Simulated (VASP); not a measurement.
Crystal: PbO2.

```xyz
3
Lattice="3.2400 0.0000 0.0000 -1.6200 2.8059 0.0000 0.0000 0.0000 3.5640" Properties=species:S:1:pos:R:3 pbc="T T T"
Pb    0.0000    0.0000    0.0000
O     0.0000    1.8706    1.7820
O     1.6200    0.9353    1.7820
```

| Quantity | Value |
| --- | --- |
| Program | VASP 6.6.1 |
| Task | relaxation of cell and atoms |
| Functional | PBE |
| Potentials or basis | VASP PAW PBE potentials, release 64 (Pb_d, O) |
| Cutoff | 600 eV |
| k mesh | 8 × 8 × 6 |
| Occupations | fermi-dirac, width 0.02 eV |
| Spin | no spin polarisation |

At the start: pressure 56.4 GPa; volume 10.80 Å³/atom.

Question: Where does the relaxation end?

Answer: Over 13 steps the energy falls by 701.1 meV/atom and the volume is 14.03 Å³/atom (+29.9 %); space group P6/mmm (No. 191, to 0.1 Å) before and after.

Step by step:
| step | energy change (eV) | largest force (eV/Å) | pressure (GPa) | volume (Å³) |
| --- | --- | --- | --- | --- |
| 1 | 0.0000 | 0.0000 | 56.37 | 32.40 |
| 2 | -1.4512 | 0.0000 | -14.77 | 53.40 |
| 3 | -1.8806 | 0.0000 | -2.19 | 44.47 |
| 4 | -1.8809 | 0.0000 | -2.99 | 44.85 |
| 5 | -2.0472 | 0.0000 | -2.46 | 43.96 |
| 6 | -2.0934 | 0.0000 | -2.38 | 43.26 |
| 7 | -2.0959 | 0.0000 | -2.32 | 43.05 |
| 8 | -2.0958 | 0.0000 | -2.34 | 43.10 |
| 9 | -2.1017 | 0.0000 | 1.09 | 41.68 |
| 10 | -2.1032 | 0.0000 | 0.00 | 42.11 |
| 11 | -2.1032 | 0.0000 | -0.05 | 42.13 |
| 12 | -2.1033 | 0.0000 | -0.06 | 42.12 |
| 13 | -2.1033 | 0.0000 | -0.06 | 42.10 |

Final structure:
```cif
data_structure
_symmetry_space_group_name_H-M 'P 1'
_symmetry_Int_Tables_number 1
_cell_length_a 3.8074
_cell_length_b 3.8074
_cell_length_c 3.3534
_cell_angle_alpha 90.000
_cell_angle_beta 90.000
_cell_angle_gamma 120.000
_cell_volume 42.10
loop_
_atom_site_label
_atom_site_type_symbol
_atom_site_fract_x
_atom_site_fract_y
_atom_site_fract_z
_atom_site_occupancy
Pb1 Pb 0.00000 0.00000 0.00000 1
O1 O 0.33333 0.66667 0.50000 1
O2 O 0.66667 0.33333 0.50000 1
```

Caveat: the volume moved by over 15 % at a fixed basis, so the end points are rough.
